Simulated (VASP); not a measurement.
Write the native input for VASP 6.6.1 that does the following.

* Task: relaxation of cell and atoms
* Functional: PBE
* Dispersion: D4
* Potentials or basis: VASP PAW PBE potentials, release 64 (Cd, Se)
* Cutoff: 600 eV
* k mesh: 6 × 6 × 6
* Occupations: methfessel-paxton, width 0.15 eV
* Spin: non-collinear spin, zero start, spin-orbit coupling
* Starting moments: [[0.0, 0.0, 0.0], [0.0, 0.0, 0.0]] μB
* Dipole correction: no
* Further INCAR settings: ALGO = Normal; EDIFF = 1e-07; IBRION = 2; EDIFFG = -0.005; NSW = 80; ISIF = 3

The structure of CdSe lies in POSCAR:

```
CdSe
1.0
    0.0000000000      2.8739580000      2.8739580000
    2.8739580000      0.0000000000      2.8739580000
    2.8739580000      2.8739580000      0.0000000000
Cd Se
1 1
Direct
    0.0114010000     -0.0144420000      0.0022340000
    0.4819360000      0.5145990000      0.4994520000
```

This cell differs from its parent crystal: atoms moved at random.

The input as run:

INCAR

```
PREC = Accurate
ENCUT = 600
EDIFF = 1E-7
ISMEAR = 1
SIGMA = 0.15
LREAL = False
LASPH = True
NELM = 150
ALGO = Normal
ISIF = 3
LWAVE = False
LCHARG = False
LNONCOLLINEAR = True
MAGMOM = 0 0 0 0 0 0
LORBIT = 11
LSORBIT = True
GGA_COMPAT = False
LORBMOM = True
GGA = PE
IVDW = 13
IBRION = 2
NSW = 80
EDIFFG = -0.005
KPAR = 4
```

KPOINTS

```
Automatic mesh
0
Gamma
  6 6 6
```

Potentials or basis: VASP PAW PBE potentials, release 64 (Cd, Se).

Launch:

```bash
$ cat potpaw_PBE.64/Cd/POTCAR potpaw_PBE.64/Se/POTCAR > POTCAR
$ mpirun -np 4 vasp_ncl > vasp.out
```

Results of the run:

```json
{
 "Relaxed volume": "22.76 Å³/atom",
 "Relaxed cell": "a = 4.008 Å, b = 4.008 Å, c = 4.010 Å, α = 59.99°, β = 59.98°, γ = 59.97°",
 "Space group after relaxing (to 0.1 Å)": "Fm-3m (No. 225)",
 "Energy gained by relaxing": "12.4 meV/atom",
 "Ionic steps": "12",
 "Pressure after relaxing": "0.0 GPa",
 "Net moment": "0.00 μB per cell",
 "Valence electrons inside the program's atomic spheres": "Cd 10.23; Se 3.85",
 "Dispersion energy per atom": "-0.406 eV"
}
```

Caveat: the cell differs from its parent crystal (atoms moved at random).

Wall time 35 min on 4 MPI ranks on Oxide Virtual Turin-like Processor, on a shared host, peak memory 0.68 GiB a rank.
